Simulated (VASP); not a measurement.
Wanted: the native input for a VASP 6.6.1 run.

| Quantity | Value |
| --- | --- |
| Task | relaxation of cell and atoms |
| Functional | PBE |
| Potentials or basis | VASP PAW PBE potentials, release 64 (Cs_sv, Ge_d) |
| Cutoff | 600 eV |
| k mesh | 10 × 10 × 10 |
| Occupations | gaussian, width 0.1 eV |
| Spin | no spin polarisation |
| Dipole correction | no |
| Further INCAR settings | ALGO = Normal; EDIFF = 1e-07; IBRION = 2; EDIFFG = -0.01; NSW = 100; ISIF = 3 |

The structure of CsGe3 lies in POSCAR:

```
CsGe3
1.0
    4.7877420770      0.0000000000      0.0000000000
    0.0000000000      4.7877420770      0.0000000000
    0.0000000000      0.0000000000      4.7877420770
Cs Ge
1 3
Direct
    0.0000000000      0.0000000000      0.0000000000
    0.0000000000      0.5000000000      0.5000000000
    0.5000000000      0.5000000000      0.0000000000
    0.5000000000      0.0000000000      0.5000000000
```

The cell was generated, and may not be a known phase.

These files were run (other wordings do the same):

INCAR

```
ALGO = Normal
EDIFF = 1E-7
EDIFFG = -0.01
ENCUT = 600
GGA = PE
IBRION = 2
ISIF = 3
ISMEAR = 0
LASPH = T
LCHARG = F
LREAL = F
LWAVE = F
NELM = 60
NSW = 100
PREC = Accurate
SIGMA = 0.1
```

KPOINTS

```
k-points
0
Gamma
  10 10 10
```

Potentials or basis: VASP PAW PBE potentials, release 64 (Cs_sv, Ge_d).

Launch:

```bash
$ cat potpaw_PBE.64/Cs_sv/POTCAR potpaw_PBE.64/Ge_d/POTCAR > POTCAR
$ mpirun -np 1 vasp_std > vasp.out
```

It gave:

```json
{
 "Relaxed volume": "27.51 Å³/atom",
 "Relaxed cell": "a = 4.792 Å, b = 4.792 Å, c = 4.792 Å, α = 90.00°, β = 90.00°, γ = 90.00°",
 "Space group after relaxing (to 0.1 Å)": "Pm-3m (No. 221)",
 "Energy gained by relaxing": "0.0 meV/atom",
 "Ionic steps": "2",
 "Pressure after relaxing": "0.0 GPa",
 "Band gap on the k mesh": "zero (an odd number of electrons rules out a gap without spin polarisation)"
}
```

Caveat: spin-orbit coupling is left out, which moves the levels of the heavy elements.

Run time: 9 min on 1 thread of AMD EPYC 7R13 (shared host), peak memory 0.34 GiB.
